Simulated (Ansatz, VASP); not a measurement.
## RbScPtC6N6 in VASP and in Ansatz

INCAR

```
PREC = Accurate
ENCUT = 520
EDIFF = 1E-6
ISMEAR = 0
SIGMA = 0.1
LREAL = Auto
LASPH = True
NELM = 60
ALGO = Normal
ISIF = 2
LWAVE = False
LCHARG = True
GGA = PE
LELF = True
LVHAR = True
NBANDS = 55
```

KPOINTS

```
Automatic mesh
0
Gamma
  4 4 4
```

File POSCAR:

```
RbScPtC6N6
1.0
    0.0000000000      5.2070000000      5.2070000000
    5.2070000000      0.0000000000      5.2070000000
    5.2070000000      5.2070000000      0.0000000000
Rb Sc Pt C N
1 1 1 6 6
Direct
    0.7500000000      0.7500000000      0.7500000000
    0.5000000000      0.5000000000      0.5000000000
    0.0000000000      0.0000000000      0.0000000000
    0.8159208800      0.1840791200      0.1840791200
    0.1840791200      0.1840791200      0.8159208800
    0.8159208800      0.1840791200      0.8159208800
    0.1840791200      0.8159208800      0.8159208800
    0.8159208800      0.8159208800      0.1840791200
    0.1840791200      0.8159208800      0.1840791200
    0.7035721100      0.2964278900      0.2964278900
    0.2964278900      0.2964278900      0.7035721100
    0.7035721100      0.2964278900      0.7035721100
    0.2964278900      0.7035721100      0.7035721100
    0.7035721100      0.7035721100      0.2964278900
    0.2964278900      0.7035721100      0.2964278900
```

Input for Ansatz:

```yaml
crystal:
  lattice:
    - [0.0, 5.207, 5.207]
    - [5.207, 0.0, 5.207]
    - [5.207, 5.207, 0.0]
  atoms:
    - { symbol: Rb, position: [0.75, 0.75, 0.75] }
    - { symbol: Sc, position: [0.5, 0.5, 0.5] }
    - { symbol: Pt, position: [0.0, 0.0, 0.0] }
    - { symbol: C, position: [0.81592088, 0.18407912, 0.18407912] }
    - { symbol: C, position: [0.18407912, 0.18407912, 0.81592088] }
    - { symbol: C, position: [0.81592088, 0.18407912, 0.81592088] }
    - { symbol: C, position: [0.18407912, 0.81592088, 0.81592088] }
    - { symbol: C, position: [0.81592088, 0.81592088, 0.18407912] }
    - { symbol: C, position: [0.18407912, 0.81592088, 0.18407912] }
    - { symbol: "N", position: [0.70357211, 0.29642789, 0.29642789] }
    - { symbol: "N", position: [0.29642789, 0.29642789, 0.70357211] }
    - { symbol: "N", position: [0.70357211, 0.29642789, 0.70357211] }
    - { symbol: "N", position: [0.29642789, 0.70357211, 0.70357211] }
    - { symbol: "N", position: [0.70357211, 0.70357211, 0.29642789] }
    - { symbol: "N", position: [0.29642789, 0.70357211, 0.29642789] }
basis:
  ecutwfc: 420
kpoints:
  mp_grid: { grid: [4, 4, 4] }
hamiltonian:
  xc: pbe
scf:
  occupations: { method: gaussian, width: 0.1 }
  lower_state_search: "off"
output:
  forces: true
  stress: true
  eigenvalues: true
```

Alike in both runs: task single point; functional PBE; k mesh 4 × 4 × 4; occupations gaussian, width 0.1 eV; no spin polarisation.

|  | VASP | Ansatz |
| --- | --- | --- |
| version | VASP 6.6.1 | Ansatz 0.2.0 |
| potentials or method | VASP PAW PBE potentials, release 64 (Rb_sv, Sc_sv, Pt, C, N), cutoff 520 eV | scalar-relativistic, plane waves, PAW |
| valence electrons in the cell | 84 | 92 |

|  | VASP | Ansatz | Ansatz less VASP |
| --- | --- | --- | --- |
| gap on the k mesh at the Fermi level (eV) | none | none | - |
| pressure (GPa) | 9.9 | 9.5 | -0.39 |
| rms of the force components (eV/Å) | 0.465 | 0.601 | +0.1364 |

Atom by atom the forces differ by 0.194 eV/Å (rms over components). A gap of «none» marks a metal or a gap that the smearing closes. VASP's potentials hold 84 valence electrons a cell and Ansatz's 92, so a difference there can come from the potentials and not from the codes.

Spin-orbit coupling is off throughout. Noted on VASP's run: the standard files for N, O and F lose accuracy on very short bonds.
